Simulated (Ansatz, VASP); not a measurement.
# MgF2 in VASP and in Ansatz

The input INCAR:

```
PREC = Accurate
ENCUT = 600
EDIFF = 1E-6
ISMEAR = -1
SIGMA = 0.08
LREAL = False
LASPH = True
NELM = 120
ALGO = Normal
ISIF = 2
LWAVE = False
LCHARG = False
GGA = PS
NBANDS = 25
GGA_COMPAT = False
```

KPOINTS

```
regular mesh
0
Gamma
  7 7 10
```

Contents of POSCAR:

```
MgF2
1.0
    4.5370685048      0.0000000000      0.0000000000
    0.0000000000      4.5370685048      0.0000000000
    0.0000000000      0.0000000000      3.0098335364
Mg F
2 4
Direct
    0.0000000000      0.0000000000      0.0000000000
    0.5000000000      0.5000000000      0.5000000000
    0.3024206613      0.3024206613      0.0000000000
    0.6975793387      0.6975793387      0.0000000000
    0.8024206613      0.1975793387      0.5000000000
    0.1975793387      0.8024206613      0.5000000000
```

Input for Ansatz:

```yaml
crystal:
  lattice:
    - [4.5370685048, 0.0, 0.0]
    - [0.0, 4.5370685048, 0.0]
    - [0.0, 0.0, 3.0098335364]
  atoms:
    - { symbol: Mg, position: [0.0, 0.0, 0.0] }
    - { symbol: Mg, position: [0.5, 0.5, 0.5] }
    - { symbol: F, position: [0.3024206613, 0.3024206613, 0.0] }
    - { symbol: F, position: [0.6975793387, 0.6975793387, 0.0] }
    - { symbol: F, position: [0.8024206613, 0.1975793387, 0.5] }
    - { symbol: F, position: [0.1975793387, 0.8024206613, 0.5] }
kpoints:
  mp_grid: { grid: [7, 7, 10] }
scf:
  occupations: { method: fermi_dirac, width: 0.08 }
hamiltonian:
  xc: pbesol
  pseudopotentials: { kind: all_electron, lapw: { basis_error: 0.001 } }
output:
  forces: true
  stress: true
  eigenvalues: true
  populations: true
```

Change from the starting cell: volume scaled by 0.94, LAPW.

Alike in both runs: task single point; functional PBEsol; k mesh 7 × 7 × 10; occupations fermi-dirac, width 0.08 eV; no spin polarisation.

|  | VASP | Ansatz |
| --- | --- | --- |
| version | VASP 6.6.1 | Ansatz 0.2.0 |
| potentials or method | VASP PAW PBE potentials, release 64 (Mg, F), cutoff 600 eV | all-electron LAPW, scalar-relativistic |

|  | VASP | Ansatz | Ansatz less VASP |
| --- | --- | --- | --- |
| gap on the k mesh at the Fermi level (eV) | 7.28 | 7.29 | +0.016 |
| pressure (GPa) | 5.9 | 6.9 | +0.97 |

VASP's potentials were made for PBE, not for PBEsol. Ansatz ran all-electron here, and VASP with PAW potentials.
